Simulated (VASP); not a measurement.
# As (R-3m) in VASP: further runs

The runs below take As through single point, with PBEsol, PBE, LDA.

Program: VASP 6.6.1. These are calculated values, not measurements. Logs are shortened: lines on timing, memory, paths and dates and some standing lists are left out, and cuts for length are marked.

## Step 1: The cell of the first run

Symmetry: R-3m, No. 166, trigonal system. The conventional cell has a = 3.762 Å, b = 3.762 Å, c = 10.542 Å, α = 90.00°, β = 90.00°, γ = 120.00°. As (site symmetry 3m) has 6 As at 2.51 to 3.14 Å within 3.3 Å.

## Step 2: Single point, PBEsol

File INCAR:

```
  PREC = Accurate
  ENCUT = 520
  EDIFF = 1E-6
  ISMEAR = -1
  SIGMA = 0.03
  LREAL = F
  LASPH = T
  NELM = 100
  ALGO = Normal
  ISIF = 2
  LWAVE = F
  LCHARG = T
  GGA = PS
  LELF = T
  LVHAR = T
  NBANDS = 12
```

File KPOINTS:

```
regular mesh
0
Gamma
  5 5 5
```

File POSCAR:

```
As
1.0
    1.8807968987      1.0858785957      3.5140619945
   -1.8807968987      1.0858785957      3.5140619945
    0.0000000000     -2.1717571915      3.5140619945
As
2
Direct
    0.2260000000      0.2260000000      0.2260000000
    0.7740000000      0.7740000000      0.7740000000
```

Potentials or basis: VASP PAW PBE potentials, release 64 (As).

Started as:

```
> cat potpaw_PBE.64/As/POTCAR > POTCAR
> mpirun -np 1 vasp_std > vasp.out
```

OUTCAR:

```text
PREC = Accurate
   ENCUT = 520
   EDIFF = 1E-6
   ISMEAR = -1
   LREAL = F
   LASPH = T
   NELM = 100
   ISIF = 2
   GGA = PS

 ion  position               nearest neighbor table
   1  0.226  0.226  0.226-   2 2.51   2 2.51   2 2.51
   2  0.774  0.774  0.774-   1 2.51   1 2.51   1 2.51

  LATTYP: Found a trigonal (rhomboedric) cell.
 ALAT       =     4.1310000000
 COS(alpha) =     0.5854247172

  Lattice vectors:

 A1 = (   1.8807968987,   1.0858785957,   3.5140619945)
 A2 = (  -1.8807968987,   1.0858785957,   3.5140619945)
 A3 = (   0.0000000000,  -2.1717571915,   3.5140619945)

Analysis of symmetry for initial positions (statically):
=====================================================================
 Subroutine PRICEL returns:
 Original cell was already a primitive cell.

 Routine SETGRP: Setting up the symmetry group for a
 trigonal (rhombohedral) supercell.

 Subroutine GETGRP returns: Found 12 space group operations
 (whereof 12 operations were pure point group operations)
 out of a pool of 12 trial point group operations.

The static configuration has the point symmetry D_3d.

Analysis of symmetry for dynamics (positions and initial velocities):
=====================================================================
 Subroutine PRICEL returns:
 Original cell was already a primitive cell.

 Routine SETGRP: Setting up the symmetry group for a
 trigonal (rhombohedral) supercell.

 Subroutine GETGRP returns: Found 12 space group operations
 (whereof 12 operations were pure point group operations)
 out of a pool of 12 trial point group operations.

The dynamic configuration has the point symmetry D_3d.

 Subroutine INISYM returns: Found 12 space group operations
 (whereof 12 operations are pure point group operations),
 and found     1 'primitive' translations

----------------------------------------------------------------------------------------

                                     Primitive cell

  volume of cell :      43.0610

  direct lattice vectors                    reciprocal lattice vectors
     1.880796899  1.085878596  3.514061995     0.265844760  0.153485544  0.094856987
    -1.880796899  1.085878596  3.514061995    -0.265844760  0.153485544  0.094856987
     0.000000000 -2.171757191  3.514061995     0.000000000 -0.306971087  0.094856987

  length of vectors
     4.131000000  4.131000000  4.131000000     0.321292852  0.321292852  0.321292852

  position of ions in fractional coordinates (direct lattice)
     0.226000000  0.226000000  0.226000000
     0.774000000  0.774000000  0.774000000

  ion indices of the primitive-cell ions
   primitive index   ion index
                 1           1
                 2           2

----------------------------------------------------------------------------------------

 KPOINTS: regular mesh

Automatic generation of k-mesh.
 Grid dimensions read from file:
 generate k-points for:    5    5    5

 Generating k-lattice:

  Cartesian coordinates                     Fractional coordinates (reciprocal lattice)
     0.053168952  0.030697109  0.018971397     0.200000000  0.000000000 -0.000000000
    -0.053168952  0.030697109  0.018971397     0.000000000  0.200000000 -0.000000000
     0.000000000 -0.061394217  0.018971397    -0.000000000 -0.000000000  0.200000000

  Length of vectors
     0.064258570  0.064258570  0.064258570

  Shift w.r.t. Gamma in fractional coordinates (k-lattice)
     0.000000000  0.000000000  0.000000000

 Subroutine IBZKPT returns following result:
 ===========================================

 Found     19 irreducible k-points:

 Following reciprocal coordinates:
            Coordinates               Weight
  0.000000  0.000000  0.000000      1.000000
  0.200000  0.000000  0.000000      6.000000
  0.400000  0.000000  0.000000      6.000000
  0.200000  0.200000  0.000000      6.000000
  0.400000  0.200000 -0.000000     12.000000
 -0.400000  0.200000  0.000000     12.000000
[... 11 lines left out ...]
  0.400000  0.400000  0.400000      2.000000
 -0.400000  0.400000  0.400000      6.000000
   k-points           NKPTS =     19   k-points in BZ     NKDIM =     19   number of bands    NBANDS=     12
   number of dos      NEDOS =    301   number of ions     NIONS =      2
   total plane-waves  NPLWV =  32768
   dimension x,y,z NGX =    32 NGY =   32 NGZ =   32
   dimension x,y,z NGXF=    64 NGYF=   64 NGZF=   64
   ions per type =               2
   NGX,Y,Z   is equivalent  to a cutoff of  12.88, 12.88, 12.88 a.u.
   NGXF,Y,Z  is equivalent  to a cutoff of  25.76, 25.76, 25.76 a.u.
 SYSTEM =  unknown system
   PREC   = accura    normal or accurate (medium, high low for compatibility)
   ISTART =      0    job   : 0-new  1-cont  2-samecut
   ICHARG =      2    charge: 1-file 2-atom 10-const
   ISPIN  =      1    spin polarized calculation?
   LNONCOLLINEAR =      F non collinear calculations
   LSORBIT =      F    spin-orbit coupling
   LASPH  =      T    aspherical Exc in radial PAW
   ENCUT  =  520.0 eV  38.22 Ry    6.18 a.u.   7.68  7.68  7.68*2*pi/ulx,y,z
   NELM   =    100;   NELMIN=  2; NELMDL= -5     # of ELM steps
   EDIFF  = 0.1E-05   stopping-criterion for ELM
   LREAL  =      F    real-space projection
   EDIFFG = 0.1E-04   stopping-criterion for IOM
   NSW    =      0    number of steps for IOM
   IBRION =     -1    ionic relax: 0-MD 1-quasi-New 2-CG
   NFREE  =      0    steps in history (QN), initial steepest desc. (CG)
   ISIF   =      2    stress and relaxation
   ISYM   =      2    0-nonsym 1-usesym 2-fastsym
   POTIM  = 0.5000    time-step for ionic-motion
   TEBEG  =    0.0;   TEEND  =   0.0 temperature during run
   PSTRESS=    0.0 pullay stress
   NELECT =      10.0000    total number of electrons
   NUPDOWN=      -1.0000    fix difference up-down
   EMIN   =  10.00;   EMAX   =-10.00  energy-range for DOS
   EFERMI =   0.00;   METHOD = LEGACY
   ISMEAR =    -1;   SIGMA  =   0.03  broadening in eV -4-tet -1-fermi 0-gaus
   EFERMI_NEDOS =   21; number of points for ismear=-14 and -15
   IALGO  =     38    algorithm
   IMIX   =      4    mixing-type and parameters
     AMIX     =   0.40;   BMIX     =  1.00
     AMIX_MAG =   1.60;   BMIX_MAG =  1.00
  volume/ion in A,a.u.               =      21.53       145.29
  Fermi-wavevector in a.u.,A,eV,Ry     =   1.006268  1.901570 13.776916  1.012575
  Thomas-Fermi vector in A             =   2.138999
   LORBIT       =      0    0 simple, 1 ext, 2 COOP (PROOUT), +10 PAW based schemes
   GGA     = PS    functional components
   LHFCALC =     F    Hartree Fock is set to
   AEXX    =    0.0000 exact exchange contribution
   IVDW    =     0    specifies the selected vdW correction
   LEPSILON=     F    determine dielectric tensor
   LRPA    =     F    only Hartree local field effects (RPA)
 non-spin polarized calculation
  energy-cutoff  :      520.00
  volume of cell :       43.06
 maximum number of plane-waves:      1169
   NGX = 15   NGY = 15   NGZ = 15

 number of electron      10.0000000 magnetization

 Free energy of the ion-electron system (eV)
  ---------------------------------------------------
  ext. energy  EPLUGINS =         0.00000000
  ---------------------------------------------------
  free energy    TOTEN  =       -10.25361525 eV

  energy without entropy =      -10.25069115  energy(sigma->0) =      -10.25215320

 E-fermi :   5.4190     XC(G=0): -10.1110

 val. band max:        5.3784053743   @ k =   0.4000   0.2000   0.2000
 cond. band min:       5.4596168760   @ k =   0.4000   0.0000   0.0000
 fundamental gap:      0.0812115018
 Fermi energy:         5.4190111225

 k-point     1 :       0.0000    0.0000    0.0000
  band No.  band energies     occupation
      1      -9.7423      2.00000
      2      -0.4673      2.00000
      3       2.8321      2.00000
      4       3.3088      2.00000
      5       3.3088      2.00000
      6       6.9206      0.00000
      7       8.2317      0.00000
      8       8.2317      0.00000
      9      12.1547      0.00000
     10      12.1547      0.00000
     11      12.6448      0.00000
     12      14.0749      0.00000

 k-point     2 :       0.2000    0.0000    0.0000
  band No.  band energies     occupation
      1      -9.2086      2.00000
      2      -2.0832      2.00000
      3       2.6225      2.00000
      4       2.9620      2.00000
      5       3.5958      2.00000
      6       6.8698      0.00000
      7       7.6263      0.00000
      8       7.7711      0.00000
      9      11.0093      0.00000
     10      11.7057      0.00000
     11      12.4434      0.00000
     12      16.5709      0.00000

 k-point     3 :       0.4000    0.0000    0.0000
  band No.  band energies     occupation
      1      -7.6960      2.00000
      2      -4.9041      2.00000
      3       2.4900      2.00000
      4       2.5313      2.00000
      5       4.4940      2.00000
      6       5.4596      0.41059
      7       6.0265      0.00000
      8       6.8659      0.00000
      9      12.7706      0.00000
     10      14.4671      0.00000
     11      15.4878      0.00000
     12      16.3399      0.00000

 k-point     4 :       0.2000    0.2000    0.0000
  band No.  band energies     occupation
      1      -9.1019      2.00000
      2      -2.0720      2.00000
      3       1.6112      2.00000
      4       2.3737      2.00000
      5       4.0733      2.00000
      6       6.7814      0.00000
      7       7.5458      0.00000
      8       9.1816      0.00000
      9      10.9946      0.00000
     10      12.8878      0.00000
     11      13.3532      0.00000
     12      15.1432      0.00000

 k-point     5 :       0.4000    0.2000   -0.0000
  band No.  band energies     occupation
      1      -7.9924      2.00000
      2      -3.9000      2.00000
      3       0.8415      2.00000
      4       1.5797      2.00000
      5       3.1115      2.00000
      6       7.9799      0.00000
      7       8.2295      0.00000
      8       8.5963      0.00000
      9      10.3509      0.00000
     10      14.7960      0.00000
     11      16.2028      0.00000
     12      16.6204      0.00000
[... 153 lines left out ...]
      1      -6.6507      2.00000
      2      -5.2169      2.00000
      3      -0.3427      2.00000
      4       0.6010      2.00000
      5       3.4226      2.00000
      6       6.7169      0.00000
      7       9.4006      0.00000
      8      10.1727      0.00000
      9      12.0141      0.00000
     10      13.8436      0.00000
     11      16.4540      0.00000
     12      17.3819      0.00000

 k-point    17 :      -0.4000   -0.4000    0.2000
  band No.  band energies     occupation
      1      -7.0152      2.00000
      2      -4.6446      2.00000
      3      -0.9198      2.00000
      4       1.4826      2.00000
      5       2.1111      2.00000
      6       7.3699      0.00000
      7       9.5288      0.00000
      8      11.4941      0.00000
      9      12.0687      0.00000
     10      15.1965      0.00000
     11      16.6625      0.00000
     12      17.9009      0.00000

 k-point    18 :       0.4000    0.4000    0.4000
  band No.  band energies     occupation
      1      -8.6474      2.00000
      2      -4.2987      2.00000
      3       3.5178      2.00000
      4       3.5178      2.00000
      5       4.6179      2.00000
      6       6.2782      0.00000
      7       6.2782      0.00000
      8       7.2020      0.00000
      9      12.7189      0.00000
     10      14.7737      0.00000
     11      14.7737      0.00000
     12      17.5231      0.00000

 k-point    19 :      -0.4000    0.4000    0.4000
  band No.  band energies     occupation
      1      -8.0361      2.00000
      2      -4.4403      2.00000
      3       0.4190      2.00000
      4       2.6185      2.00000
      5       4.1141      2.00000
      6       7.4069      0.00000
      7       7.4086      0.00000
      8       9.7933      0.00000
      9      12.5554      0.00000
     10      14.4217      0.00000
     11      14.6151      0.00000
     12      17.2042      0.00000

------------------------ aborting loop because EDIFF is reached ----------------------------------------

  FORCE on cell =-STRESS in cart. coord.  units (eV):
  Direction    XX          YY          ZZ          XY          YZ          ZX
  --------------------------------------------------------------------------------------
  -------------------------------------------------------------------------------------
  Total        0.3469278      0.3469278     -0.3979154      0.0000000      0.0000000      0.0000000
  in kB       12.9082032     12.9082032    -14.8053082      0.0000000      0.0000000      0.0000000
  external PRESSURE =       3.6703661 kB  Pullay stress =       0.0000000 kB

 VOLUME and BASIS-vectors are now :
 -----------------------------------------------------------------------------
  energy-cutoff  :      520.00
  volume of cell :       43.06
      direct lattice vectors                 reciprocal lattice vectors
     1.880796899  1.085878596  3.514061995     0.265844760  0.153485544  0.094856987
    -1.880796899  1.085878596  3.514061995    -0.265844760  0.153485544  0.094856987
     0.000000000 -2.171757191  3.514061995     0.000000000 -0.306971087  0.094856987

 POSITION                                       TOTAL-FORCE (eV/Angst)
 -----------------------------------------------------------------------------------
      0.00000     -0.00000      2.38253         0.000000     -0.000000      0.244875
      0.00000     -0.00000      8.15965         0.000000      0.000000     -0.244875
 -----------------------------------------------------------------------------------
    total drift:                                0.000000     -0.000000      0.000000

  FREE ENERGIE OF THE ION-ELECTRON SYSTEM (eV)
  ---------------------------------------------------
  free  energy   TOTEN  =       -10.2536152496 eV

  energy  without entropy=      -10.2506911531  energy(sigma->0) =      -10.25215320
```

Run time: 6.5 s. Hardware: 1 thread of Intel Xeon Platinum 8488C (Sapphire Rapids), shared host; peak memory 0.16 GiB.

What came out:

```
Free energy            : -10.2536 eV
Pressure               : 0.4 GPa
Largest force          : 0.245 eV/Å
Band gap on the k mesh : 0.08 eV, indirect (least direct gap 0.56 eV)
```

Forces in eV/Å, atoms in the order of the input:
```
As   0.000  0.000  0.245
As   0.000  0.000 -0.245
```

Levels at points of the mesh, in eV from the valence-band top:
| k point | band 3 | band 4 | band 5 | band 6 | band 7 | band 8 |
| --- | --- | --- | --- | --- | --- | --- |
| (0.00, 0.00, 0.00) | -2.55 | -2.07 | -2.07 | 1.54 | 2.85 | 2.85 |

Caveat: the PAW data sets were made with another functional, which shifts forces and pressure a little. A k mesh can miss the band edges.

## Step 3: Single point, PBEsol

File INCAR:

```
SYSTEM = As
PREC = Accurate
ENCUT = 520
EDIFF = 1E-7
ISMEAR = -1
SIGMA = 0.05
LREAL = .FALSE.
LASPH = .TRUE.
NELM = 80
ALGO = Normal
ISIF = 2
LWAVE = .FALSE.
LCHARG = .FALSE.
GGA = PS
NBANDS = 12
```

File KPOINTS:

```
Automatic mesh
0
G
  9 9 9
  0 0 0
```

POSCAR is that of step 2.

Potentials or basis: VASP PAW PBE potentials, release 64 (As).

Started as:

```
> cat potpaw_PBE.64/As/POTCAR > POTCAR
> mpirun -np 1 vasp_std > vasp.out
```

It took 21 s on 1 thread of Intel Xeon Platinum 8488C (Sapphire Rapids), shared host; peak memory 0.19 GiB.

The run converged. Its results:

- Free energy: -10.2048 eV
- Pressure: 0.7 GPa
- Largest force: 0.440 eV/Å
- Band gap on the k mesh: zero (band 5 reaches 5.33 eV, above the bottom of band 6 at 5.23 eV)

Forces in eV/Å, atoms in the order of the input:
```
As   0.000  0.000  0.440
As   0.000  0.000 -0.440
```

Stress tensor (GPa, compression positive):
```
0.98 0.00 0.00
0.00 0.98 0.00
0.00 0.00 0.10
```

Levels at points of the mesh, in eV from the Fermi level:
| k point | band 1 | band 2 | band 3 | band 4 | band 5 | band 6 | band 7 | band 8 | band 9 | band 10 |
| --- | --- | --- | --- | --- | --- | --- | --- | --- | --- | --- |
| (0.00, 0.00, 0.00) | -15.07 | -5.77 | -2.47 | -2.02 | -2.02 | 1.57 | 2.91 | 2.91 | 6.85 | 6.85 |

Caveat: the PAW data sets were made with another functional, which shifts forces and pressure a little.

(Continued in part 2 of 2.)
